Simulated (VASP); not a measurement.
# Ir (P6_3/mmc) in VASP: notebook, part 2 of 2

VASP 6.6.1. The steps go on from the part before.

### Step 6. Single point, LDA

This run uses another cell than the first one, of 14.13 Å³/atom.

INCAR reads:

```
ALGO = Normal
EDIFF = 1E-6
ENCUT = 560
GGA = CA
GGA_COMPAT = False
ISIF = 2
ISMEAR = 0
LASPH = True
LCHARG = False
LREAL = False
LWAVE = False
NBANDS = 24
NELM = 120
PREC = Accurate
SIGMA = 0.15
```

KPOINTS reads:

```
k-points
0
Gamma
  18 18 10
```

POSCAR reads:

```
Ir
1.0
    2.7052686553      0.0000000000      0.0000000000
   -1.3526343277      2.3428313795      0.0000000000
    0.0000000000      0.0000000000      4.4593000000
Ir
2
Direct
    0.6666666667      0.3333333333      0.7500000000
    0.3333333333      0.6666666667      0.2500000000
```

Potentials or basis: VASP PAW LDA potentials, release 64 (Ir_sv_GW).

Launch:

```
$ cat potpaw_LDA.64/Ir_sv_GW/POTCAR > POTCAR
$ mpirun -np 1 vasp_std > vasp.out
```

OUTCAR:

```text
EDIFF = 1E-6
   ENCUT = 560
   GGA = CA
   ISIF = 2
   ISMEAR = 0
   LASPH = True
   LREAL = False
   NELM = 120
   PREC = Accurate

 ion  position               nearest neighbor table
   1  0.667  0.333  0.750-   2 2.72   2 2.72   2 2.72   2 2.72   2 2.72   2 2.72
   2  0.333  0.667  0.250-   1 2.72   1 2.72   1 2.72   1 2.72   1 2.72   1 2.72

  LATTYP: Found a hexagonal cell.
 ALAT       =     2.7052686553
 C/A-ratio  =     1.6483760277

  Lattice vectors:

 A1 = (   2.7052686553,   0.0000000000,   0.0000000000)
 A2 = (  -1.3526343277,   2.3428313795,   0.0000000000)
 A3 = (   0.0000000000,   0.0000000000,   4.4593000000)

Analysis of symmetry for initial positions (statically):
=====================================================================
 Subroutine PRICEL returns:
 Original cell was already a primitive cell.

 Routine SETGRP: Setting up the symmetry group for a
 hexagonal supercell.

 Subroutine GETGRP returns: Found 24 space group operations
 (whereof 12 operations were pure point group operations)
 out of a pool of 24 trial point group operations.
[... 161 lines left out ...]
  ---------------------------------------------------
  free energy    TOTEN  =       -21.65627862 eV

  energy without entropy =      -21.63195014  energy(sigma->0) =      -21.64411438

 E-fermi :  12.7854     XC(G=0): -14.7904

 val. band max:       12.7852938984   @ k =   0.3889   0.1667   0.1000
 cond. band min:      12.7950849971   @ k =   0.3889   0.1667   0.0000
 fundamental gap:      0.0097910987
 Fermi energy:        12.7853811124

 k-point     1 :       0.0000    0.0000    0.0000
  band No.  band energies     occupation
      1     -79.8464      2.00000
      2     -79.7826      2.00000
      3     -37.3077      2.00000
      4     -36.6109      2.00000
      5     -36.6109      2.00000
      6     -36.5241      2.00000
[... 637 lines left out ...]
     23      23.2696      0.00000
     24      26.0837      0.00000

 [... further k-points ...]

------------------------ aborting loop because EDIFF is reached ----------------------------------------

  FORCE on cell =-STRESS in cart. coord.  units (eV):
  Direction    XX          YY          ZZ          XY          YZ          ZX
  --------------------------------------------------------------------------------------
  -------------------------------------------------------------------------------------
  Total       -0.7981002     -0.7981002     -1.9413413      0.0000000     -0.0000000      0.0000000
  in kB      -45.2428443    -45.2428443   -110.0510924      0.0000000     -0.0000000      0.0000000
  external PRESSURE =     -66.8455937 kB  Pullay stress =       0.0000000 kB

 VOLUME and BASIS-vectors are now :
 -----------------------------------------------------------------------------
  energy-cutoff  :      560.00
  volume of cell :       28.26
      direct lattice vectors                 reciprocal lattice vectors
     2.705268655  0.000000000  0.000000000     0.369649054  0.213416981  0.000000000
    -1.352634328  2.342831380  0.000000000     0.000000000  0.426833962  0.000000000
     0.000000000  0.000000000  4.459300000     0.000000000  0.000000000  0.224250443

 POSITION                                       TOTAL-FORCE (eV/Angst)
 -----------------------------------------------------------------------------------
      1.35263      0.78094      3.34448        -0.000000      0.000000      0.000000
     -0.00000      1.56189      1.11482         0.000000     -0.000000      0.000000
 -----------------------------------------------------------------------------------
    total drift:                                0.000000     -0.000000      0.000000

  FREE ENERGIE OF THE ION-ELECTRON SYSTEM (eV)
  ---------------------------------------------------
  free  energy   TOTEN  =       -21.6562786172 eV

  energy  without entropy=      -21.6319501433  energy(sigma->0) =      -21.64411438
```

OSZICAR:

```text
N       E                     dE             d eps       ncg     rms          rms(c)
DAV:   1     0.362599072795E+03    0.36260E+03   -0.26099E+04 11096   0.164E+03
DAV:   2    -0.136889539692E+02   -0.37629E+03   -0.36480E+03 12952   0.520E+02
DAV:   3    -0.240564792370E+02   -0.10368E+02   -0.10304E+02 12704   0.855E+01
DAV:   4    -0.240965507598E+02   -0.40072E-01   -0.40060E-01 12200   0.580E+00
DAV:   5    -0.240966964343E+02   -0.14567E-03   -0.14566E-03 12760   0.318E-01    0.992E+01
DAV:   6    -0.218703701190E+02    0.22263E+01   -0.39192E+00 11784   0.150E+01    0.519E+01
DAV:   7    -0.216991572632E+02    0.17121E+00   -0.11451E+00 13056   0.747E+00    0.105E+01
DAV:   8    -0.216576460257E+02    0.41511E-01   -0.15777E-01 11184   0.368E+00    0.121E+00
DAV:   9    -0.216567094882E+02    0.93654E-03   -0.29700E-03 13096   0.411E-01    0.956E-01
DAV:  10    -0.216562809038E+02    0.42858E-03   -0.76628E-04 11496   0.327E-01    0.547E-01
DAV:  11    -0.216562788588E+02    0.20450E-05   -0.88045E-06 13104   0.305E-02    0.128E-01
DAV:  12    -0.216562786172E+02    0.24168E-06   -0.68901E-07  7184   0.720E-03
   1 F= -.21656279E+02 E0= -.21644114E+02  d E =-.243285E-01
```

stdout:

```text
POSCAR found type information on POSCAR Ir
 POSCAR found :  1 types and       2 ions
 scaLAPACK will be used
 LDA part: xc-table for (Slater(with rela. corr.)+CA(PZ))
 , standard interpolation
 POSCAR, INCAR and KPOINTS ok, starting setup
 FFT: planning ... GRIDC
 FFT: planning ... GRID_SOFT
 FFT: planning ... GRID
 WAVECAR not read
 entering main loop
```

Run time: 94 s. Hardware: 1 thread of Intel Xeon Platinum 8259CL at 2.50GHz (Skylake/Cascade Lake), shared host; peak memory 0.25 GiB.

Results:

```
Free energy            : -21.6563 eV
Pressure               : -6.7 GPa
Band gap on the k mesh : zero (bands 17 and 18 overlap by 3.46 eV)
```

Stress tensor (GPa, compression positive):
```
 -4.52   0.00   0.00
  0.00  -4.52   0.00
  0.00   0.00 -11.01
```

Levels at points of the mesh, in eV from the Fermi level:
```
           k point  band 13  band 14  band 15  band 16  band 17  band 18  band 19  band 20  band 21  band 22
(0.00, 0.00, 0.00)    -3.86    -3.23    -3.23    -2.25    -2.25    -0.92     0.30     0.30     6.89    13.80
(0.50, 0.00, 0.00)    -3.67    -3.36    -3.09     0.85     0.93     1.24     3.05     4.54     8.19    10.14
(0.00, 0.00, 0.50)    -3.94    -3.94    -3.94    -3.94    -0.46    -0.46    -0.46    -0.46    13.17    13.17
(0.50, 0.00, 0.50)    -2.07    -2.07    -0.94    -0.94     1.08     1.08     2.07     2.07     7.78     7.78
```

Caveat: the stress differs along the axes, from -11 to -5 GPa; spin-orbit coupling is left out, which moves the levels of the heavy elements.

### Step 7. Overview

| cell | gap on the mesh (eV) | pressure (GPa) |
| --- | --- | --- |
| a = 2.705, b = 2.705, c = 4.532 Å, angles 90.0, 90.0, 120.0°, 2 atoms | none | -12.2 |
| a = 2.895, b = 2.895, c = 4.167 Å, angles 90.0, 90.0, 120.0°, 2 atoms | none | -22.3 |
| a = 2.642, b = 2.642, c = 4.167 Å, angles 90.0, 90.0, 120.0°, 2 atoms | none | 51.3 |
| a = 2.642, b = 2.642, c = 4.606 Å, angles 90.0, 90.0, 120.0°, 2 atoms | none | 1.2 |
| a = 2.705, b = 2.705, c = 4.459 Å, angles 90.0, 90.0, 120.0°, 2 atoms | none | -6.7 |

Alike in all rows: task single point; level LDA; potentials or basis VASP PAW LDA potentials, release 64 (Ir_sv_GW); no spin polarisation; k mesh 18 × 18 × 10; cutoff (eV) 560; smearing gaussian 0.15 eV.

Caveats: spin-orbit coupling is left out, which moves the levels of the heavy elements; the stress differs along the axes, from -20 to -8 GPa (at least some runs); the stress differs along the axes, from -31 to -5 GPa (at least some runs); the stress differs along the axes, from 45 to 64 GPa (at least some runs); the stress differs along the axes, from -18 to 11 GPa (at least some runs); the stress differs along the axes, from -11 to -5 GPa (at least some runs).

Absolute energies hang on the potentials; compare differences alone.
